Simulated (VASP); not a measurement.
**Mg3CdSe4: relaxation of cell and atoms with PBE**

The system is Mg3CdSe4.

```
Mg Cd Se
1.0
     5.72884    0.00000    0.00000
     0.00000    5.72884    0.00000
     0.00000    0.00000    5.72884
Mg Cd Se
3 1 4
Direct
  0.00000 0.50000 0.50000
  0.50000 0.00000 0.50000
  0.50000 0.50000 0.00000
  0.00000 0.00000 0.00000
  0.25000 0.25000 0.75000
  0.25000 0.75000 0.25000
  0.75000 0.25000 0.25000
  0.75000 0.75000 0.75000
```

- Program: VASP 6.6.1
- Task: relaxation of cell and atoms
- Functional: PBE
- Potentials or basis: VASP PAW PBE potentials, release 64 (Mg, Cd, Se)
- Cutoff: 600 eV
- k mesh: 4 × 4 × 4
- Occupations: gaussian, width 0.1 eV
- Spin: no spin polarisation
- Dipole correction: no
- Further INCAR settings: ALGO = Normal; EDIFF = 1e-06; IBRION = 2; EDIFFG = -0.04; NSW = 90; ISIF = 3

```yaml
Relaxed_volume: 27.61 Å³/atom
Relaxed_cell: a = 6.045 Å, b = 6.045 Å, c = 6.045 Å, α = 90.00°, β = 90.00°, γ = 90.00°
Space_group_after_relaxing_to_0.1_Å: P-43m (No. 215)
Energy_gained_by_relaxing: 130.9 meV/atom
Ionic_steps: 6
Pressure_after_relaxing: 0.0 GPa
Band_gap_on_the_k_mesh: 1.93 eV
```

Step by step:
| step | energy change (eV) | largest force (eV/Å) | pressure (GPa) | volume (Å³) |
| --- | --- | --- | --- | --- |
| 1 | 0.0000 | 0.9714 | 10.71 | 188.02 |
| 2 | -0.9442 | 0.0730 | -2.31 | 234.10 |
| 3 | -1.0355 | 0.2145 | -0.07 | 221.51 |
| 4 | -1.0354 | 0.2053 | -0.22 | 222.22 |
| 5 | -1.0426 | 0.1253 | -0.14 | 221.70 |
| 6 | -1.0470 | 0.0018 | -0.01 | 220.87 |

Final structure:
```yaml
crystal:
  lattice:
    - [6.04479, 0.00000, 0.00000]
    - [0.00000, 6.04479, 0.00000]
    - [0.00000, 0.00000, 6.04479]
  atoms:
    - { symbol: Mg, position: [0.00000, 0.50000, 0.50000] }
    - { symbol: Mg, position: [0.50000, 0.00000, 0.50000] }
    - { symbol: Mg, position: [0.50000, 0.50000, 0.00000] }
    - { symbol: Cd, position: [0.00000, 0.00000, 0.00000] }
    - { symbol: Se, position: [0.25611, 0.25611, 0.74389] }
    - { symbol: Se, position: [0.25611, 0.74389, 0.25611] }
    - { symbol: Se, position: [0.74389, 0.25611, 0.25611] }
    - { symbol: Se, position: [0.74389, 0.74389, 0.74389] }
```

Levels at points of the mesh, in eV from the valence-band top:
```tsv
k point	band 18	band 19	band 20	band 21	band 22	band 23	band 24	band 25
(0.00, 0.00, 0.00)	-1.22	0.00	0.00	0.00	1.93	3.44	3.44	3.44
(0.50, 0.00, 0.00)	-0.80	-0.80	-0.56	-0.56	4.03	4.24	4.88	5.21
(0.50, 0.50, 0.00)	-0.66	-0.45	-0.36	-0.36	4.23	5.19	5.19	5.28
(0.50, 0.50, 0.50)	-0.51	-0.25	-0.25	-0.25	2.83	3.95	3.95	3.95
```

It took 2.1 min on 1 thread of Intel(R) Xeon(R) 6975P-C (Granite Rapids), with other jobs on the host, peak memory 0.37 GiB.

Caveat: the volume moved by over 15 % at a fixed basis, so the end points are rough.
